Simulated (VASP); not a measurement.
# BaH4 (I4/mmm) in VASP: a series of runs, part 2 of 2

VASP 6.6.1.

## Step 3: Relaxation of cell and atoms, PBEsol, target pressure 65 GPa, at which the enthalpy is minimised

This run uses another cell than the first one, of 6.89 Å³/atom.

INCAR

```
SYSTEM = BaH4
ALGO = Normal ; EDIFF = 1E-7
EDIFFG = -0.002 ; ENCUT = 500
GGA = PS ; GGA_COMPAT = .FALSE.
IBRION = 2 ; ISIF = 3
ISMEAR = 0 ; LASPH = .TRUE.
LCHARG = .FALSE. ; LREAL = .FALSE.
LWAVE = .FALSE. ; NELM = 120
NELMIN = 4 ; NSW = 80
PREC = Accurate ; PSTRESS = 650.0
SIGMA = 0.03
```

KPOINTS

```
k-points
0
G
  10 10 10
  0 0 0
```

POSCAR

```
BaH4
1.0
   -1.6842306627      1.6842306627      3.0371434212
    1.6842306627     -1.6842306627      3.0371434212
    1.6842306627      1.6842306627     -3.0371434212
Ba H
1 4
Direct
    0.0000000000      0.0000000000      0.0000000000
    0.7500000000      0.2500000000      0.5000000000
    0.2500000000      0.7500000000      0.5000000000
    0.4320275156      0.4320275156      0.0000000000
    0.5679724844      0.5679724844      0.0000000000
```

Potentials or basis: VASP PAW PBE potentials, release 64 (Ba_sv, H).

Started as:

```
> cat potpaw_PBE.64/Ba_sv/POTCAR potpaw_PBE.64/H/POTCAR > POTCAR
> mpirun -np 1 vasp_std > vasp.out
```

OUTCAR:

```text
SYSTEM = BaH4
   EDIFF = 1E-7
   EDIFFG = -0.002
   ENCUT = 500
   GGA = PS
   IBRION = 2
   ISIF = 3
   ISMEAR = 0
   LASPH = .TRUE.
   LREAL = .FALSE.
   NELM = 120
   NELMIN = 4
   NSW = 80
   PREC = Accurate
   PSTRESS = 650.0

 ion  position               nearest neighbor table
   1  0.000  0.000  0.000-   2 2.27   3 2.27   2 2.27   3 2.27   2 2.27   3 2.27   2 2.27   3 2.27
                             5 2.42   4 2.42   5 2.42   4 2.42   5 2.42   4 2.42   5 2.42   4 2.42
   2  0.750  0.250  0.500-   1 2.27   1 2.27   1 2.27   1 2.27
   3  0.250  0.750  0.500-   1 2.27   1 2.27   1 2.27   1 2.27
   4  0.432  0.432  0.000-   5 0.83   1 2.42   1 2.42   1 2.42   1 2.42   1 2.62
   5  0.568  0.568  0.000-   4 0.83   1 2.42   1 2.42   1 2.42   1 2.42   1 2.62

  LATTYP: Found a body centered tetragonal cell.
 ALAT       =     3.3684613254
 C/A-ratio  =     1.8032823463

  Lattice vectors:

 A1 = (  -1.6842306627,   1.6842306627,   3.0371434212)
[... 489 lines left out ...]
  band No.  band energies     occupation
      1     -22.4545      2.00000
      2      -6.1989      2.00000
      3      -5.8726      2.00000
      4      -5.8726      2.00000
      5      -4.8908      2.00000
      6       2.2128      2.00000
      7       4.2208      2.00000
      8       6.0423      0.00000
      9       7.7307      0.00000
     10       8.2090      0.00000
     11       8.2090      0.00000
[... 309 lines left out ...]
 k-point    24 :       0.4000    0.3000    0.0000
  band No.  band energies     occupation
      1     -21.3308      2.00000
      2      -9.7116      2.00000
      3      -8.4472      2.00000
      4      -7.1281      2.00000
      5      -3.6039      2.00000
      6       0.9849      2.00000
      7       3.7489      2.00000
      8       7.1591      0.00000
      9      10.7007      0.00000
     10      11.9954      0.00000
     11      13.3701      0.00000

 [... further k-points ...]

------------------------ aborting loop because EDIFF is reached ----------------------------------------

  FORCE on cell =-STRESS in cart. coord.  units (eV):
  Direction    XX          YY          ZZ          XY          YZ          ZX
  --------------------------------------------------------------------------------------
  -------------------------------------------------------------------------------------
  Total       13.3724251     13.3724251     13.3718794      0.0000000      0.0000000      0.0000000
  in kB      649.9814201    649.9814201    649.9548984      0.0000000      0.0000000      0.0000000
  external PRESSURE =      -0.0274205 kB  Pullay stress =     650.0000000 kB
[... 24 lines left out ...]
  energy  without entropy=      -13.3127923569  energy(sigma->0) =      -13.31284905

  enthalpy is  TOTEN    =         0.0599015755 eV   P V=       13.3728073190

 reached required accuracy - stopping structural energy minimisation
```

CONTCAR:

```text
BaH4
   1.00000000000000
    -1.6597375219697610    1.6597375219697610    2.9914448251694208
     1.6597375219697610   -1.6597375219697610    2.9914448251694208
     1.6597375219697610    1.6597375219697610   -2.9914448251694208
  Ba              H
     1     4
Direct
     0.0000000000000000    0.0000000000000000    0.0000000000000000
     0.7500000000000000    0.2500000000000000    0.5000000000000000
     0.2500000000000000    0.7500000000000000    0.5000000000000000
     0.4307391264989806    0.4307391264989806    1.0000000000000000
     0.5692608735010194    0.5692608735010194    0.0000000000000000

  0.00000000E+00  0.00000000E+00  0.00000000E+00
  0.00000000E+00  0.00000000E+00  0.00000000E+00
  0.00000000E+00  0.00000000E+00  0.00000000E+00
  0.00000000E+00  0.00000000E+00  0.00000000E+00
  0.00000000E+00  0.00000000E+00  0.00000000E+00
```

It took 2.8 min on 1 thread of Intel Xeon 6975P-C (Granite Rapids), shared host; peak memory 0.2 GiB.

Results:

```yaml
Free_energy: -13.3129 eV
Relaxed_volume: 6.59 Å³/atom
Relaxed_cell: a = 3.802 Å, b = 3.802 Å, c = 3.802 Å, α = 128.24°, β = 128.24°, γ = 76.24°
Space_group_after_relaxing_to_0.1_Å: I4/mmm (No. 139)
Energy_change_on_relaxing_the_run_minimises_the_enthalpy: +112.3 meV/atom
Ionic_steps: 8
Pressure_after_relaxing: 65.0 GPa
Band_gap_on_the_k_mesh: zero (bands 7 and 8 overlap by 0.23 eV)
```

The path:
| step | energy change (eV) | largest force (eV/Å) | pressure (GPa) | volume (Å³) |
| --- | --- | --- | --- | --- |
| 1 | 0.0000 | 0.0280 | 55.21 | 34.46 |
| 2 | 0.8014 | 0.4861 | 69.99 | 32.40 |
| 3 | 0.5227 | 0.2977 | 64.94 | 33.06 |
| 4 | 0.5801 | 0.1532 | 64.98 | 32.92 |
| 5 | 0.5583 | 0.0012 | 64.94 | 32.97 |
| 6 | 0.5591 | 0.0068 | 64.94 | 32.97 |
| 7 | 0.5633 | 0.0057 | 65.04 | 32.96 |
| 8 | 0.5615 | 0.0004 | 65.00 | 32.96 |

Final structure:
```xyz
5
Lattice="-1.6597 1.6597 2.9914 1.6597 -1.6597 2.9914 1.6597 1.6597 -2.9914" Properties=species:S:1:pos:R:3 pbc="T T T"
Ba    0.0000    0.0000    0.0000
H     0.0000    1.6597    1.4957
H     1.6597    0.0000    1.4957
H     1.6597    1.6597   -0.4144
H     0.0000    0.0000    3.4058
```

Levels at points of the mesh, in eV from the Fermi level:
```csv
k point,band 3,band 4,band 5,band 6,band 7,band 8,band 9,band 10,band 11
"(0.00, 0.00, 0.00)",-11.19,-11.19,-10.20,-3.10,-1.09,0.73,2.42,2.90,2.90
"(0.50, 0.00, 0.00)",-12.29,-11.05,-6.49,-6.10,-0.13,-0.01,2.31,7.37,7.48
"(0.50, 0.50, 0.00)",-13.51,-12.12,-10.86,-5.89,0.22,2.32,5.33,5.88,10.13
"(0.50, 0.50, 0.50)",-11.77,-11.77,-10.09,-4.34,-0.27,7.59,9.20,9.20,9.22
```

Caveat: the cell is relaxed towards a set pressure, so the run minimises the enthalpy, not the energy; the PAW data sets were made with another functional, which shifts forces and pressure a little; spin-orbit coupling is left out, which moves the levels of the heavy elements.
